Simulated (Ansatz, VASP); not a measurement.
**One calculation of C, two programs**

Contents of INCAR:

```
SYSTEM = C
PREC = Accurate
ENCUT = 520
EDIFF = 1E-7
ISMEAR = -1
SIGMA = 0.05
LREAL = .FALSE.
LASPH = .TRUE.
NELM = 80
ALGO = Normal
ISIF = 2
LWAVE = .FALSE.
LCHARG = .FALSE.
GGA = CA
NBANDS = 26
```

Contents of KPOINTS:

```
Automatic mesh
0
G
  12 12 4
  0 0 0
```

The input POSCAR:

```
C
1.0
    2.5552893324      0.0000000000      0.0000000000
   -1.2776446662      2.2129454759      0.0000000000
    0.0000000000      0.0000000000      8.3454953252
C
8
Direct
    0.6666666667      0.3333333333      0.8437500000
    0.3333333333      0.6666666667      0.3437500000
    0.6666666667      0.3333333333      0.6562500000
    0.3333333333      0.6666666667      0.1562500000
    0.0000000000      0.0000000000      0.9062500000
    0.0000000000      0.0000000000      0.4062500000
    0.0000000000      0.0000000000      0.5937500000
    0.0000000000      0.0000000000      0.0937500000
```

The input input.yaml:

```yaml
crystal:
  lattice:
    - [2.5552893324, 0.0, 0.0]
    - [-1.2776446662, 2.2129454759, 0.0]
    - [0.0, 0.0, 8.3454953252]
  atoms:
    - { symbol: C, position: [0.6666666667, 0.3333333333, 0.84375] }
    - { symbol: C, position: [0.3333333333, 0.6666666667, 0.34375] }
    - { symbol: C, position: [0.6666666667, 0.3333333333, 0.65625] }
    - { symbol: C, position: [0.3333333333, 0.6666666667, 0.15625] }
    - { symbol: C, position: [0.0, 0.0, 0.90625] }
    - { symbol: C, position: [0.0, 0.0, 0.40625] }
    - { symbol: C, position: [0.0, 0.0, 0.59375] }
    - { symbol: C, position: [0.0, 0.0, 0.09375] }
hamiltonian:
  xc: lda
  pseudopotentials: { kind: paw, xc_functional: lda, accuracy: standard }
kpoints:
  mp_grid: { grid: [12, 12, 4] }
scf:
  occupations: { method: fermi_dirac, width: 0.05 }
output:
  forces: true
  stress: true
  eigenvalues: true
  write_density: true
  write_potential: true
  elf: true
  volumetric_format: npy
```

Alike in both runs: task single point; functional LDA; k mesh 12 × 12 × 4; occupations fermi-dirac, width 0.05 eV; no spin polarisation.

|  | VASP | Ansatz |
| --- | --- | --- |
| version | VASP 6.6.1 | Ansatz 0.2.0 |
| potentials or method | VASP PAW LDA potentials, release 64 (C) | JTH PAW LDA |
| plane-wave cutoff (eV) | 520 | 780 |
| valence electrons in the cell | 32 | 32 |

VASP gave:

```
gap on the k mesh at the Fermi level (eV)                     : 4.27
least direct gap on the mesh (eV)                             : 5.05
pressure (GPa)                                                : -26.6
traceless stress, the component that is largest in VASP (GPa) : 7.50
rms of the force components (eV/Å)                            : 0.177
```

Task: Estimate Ansatz's values.

Result: gap on the k mesh at the Fermi level (eV): 4.27; least direct gap on the mesh (eV): 5.05; pressure (GPa): -28.7; traceless stress, the component that is largest in VASP (GPa): 7.47; rms of the force components (eV/Å): 0.176.

LDA's correlation is that of Perdew and Zunger in VASP and of Perdew and Wang (1992) in Ansatz. Atom by atom the forces differ by 0.001 eV/Å (rms over components).
